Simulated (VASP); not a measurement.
Set up this calculation in VASP 6.6.1, as the native input.

| Property | Result |
| --- | --- |
| Task | single point |
| Functional | LDA |
| Potentials or basis | VASP PAW LDA potentials, release 64 (Pt_sv_GW) |
| Cutoff | 570 eV |
| k mesh | 10 × 10 × 10 |
| Occupations | fermi-dirac, width 0.1 eV |
| Spin | no spin polarisation |
| Dipole correction | no |
| Further INCAR settings | ALGO = Normal; EDIFF = 1e-06; NBANDS = 15 |

The structure of Pt lies in POSCAR:

```
Pt
1.0
   -1.5842200000      1.5842200000      1.5842200000
    1.5842200000     -1.5842200000      1.5842200000
    1.5842200000      1.5842200000     -1.5842200000
Pt
1
Direct
    0.0000000000      0.0000000000      0.0000000000
```

This isn't the form of Pt at room conditions, which is fcc.

One way to write it, as run:

INCAR

```
ALGO     = Normal         # electronic algorithm
EDIFF    = 1E-6           # SCF threshold, eV
ENCUT    = 570            # plane-wave cutoff, eV
GGA_COMPAT= F            
ISIF     = 2              # what is computed and relaxed
ISMEAR   = -1             # smearing method
LASPH    = T              # aspherical terms in the spheres
LCHARG   = F              # write CHGCAR
LREAL    = F              # projectors in reciprocal space
LWAVE    = F              # write WAVECAR
NBANDS   = 15             # bands
NELM     = 120            # most SCF steps
PREC     = Accurate       # precision mode
SIGMA    = 0.1            # smearing width, eV
```

KPOINTS

```
k-points
0
Gamma
  10 10 10
```

Potentials or basis: VASP PAW LDA potentials, release 64 (Pt_sv_GW).

Run with:

```sh
$ cat potpaw_LDA.64/Pt_sv_GW/POTCAR > POTCAR
$ mpirun -np 1 vasp_std > vasp.out
```

Results of the run:

```
Pressure               : -16.1 GPa
Band gap on the k mesh : zero (bands 9 and 10 overlap by 2.06 eV)
```

Caveat: the cell stands under tension; spin-orbit coupling is left out, which moves the levels of the heavy elements.

Wall time 12 s on 1 thread of AMD EPYC 7R13 Processor (Zen 3), with other jobs on the host, peak memory 0.11 GiB.
